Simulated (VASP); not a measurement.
A run of VASP 6.6.1 is set up as follows.

INCAR

```
  PREC = Accurate
  ENCUT = 520
  EDIFF = 1E-6
  ISMEAR = 0
  SIGMA = 0.1
  LREAL = False
  LASPH = True
  NELM = 80
  ALGO = Normal
  ISIF = 2
  LWAVE = False
  LCHARG = False
  GGA = PE
  NBANDS = 28
```

File KPOINTS:

```
regular mesh
0
Gamma
  6 6 2
```

The input POSCAR:

```
ZnCl4
1.0
    6.7269264663      0.0000000040      0.0000000000
   -3.3634632366      5.8256892072      0.0000000000
    0.0000000000      0.0000000000      6.2349904736
Zn Cl
1 4
Direct
    0.0000000000      0.0000000000      0.5000000000
    0.3333333333      0.6666666667      0.8387241456
    0.3333333333      0.6666666667      0.1612758544
    0.6666666667      0.3333333333      0.1612758544
    0.6666666667      0.3333333333      0.8387241456
```

Potentials or basis: VASP PAW PBE potentials, release 64 (Zn, Cl).

Command:

```bash
$ cat potpaw_PBE.64/Zn/POTCAR potpaw_PBE.64/Cl/POTCAR > POTCAR
$ mpirun -np 1 vasp_std > vasp.out
```

(1) Predict the band gap on the k mesh.

(2) Predict the largest force.

(3) Estimate the pressure.

Answers

(1) 1.04 eV, indirect (least direct gap 1.06 eV).

(2) 0.221 eV/Å.

(3) -0.1 GPa.

Caveat: the k points lie up to 0.50 Å⁻¹ apart.
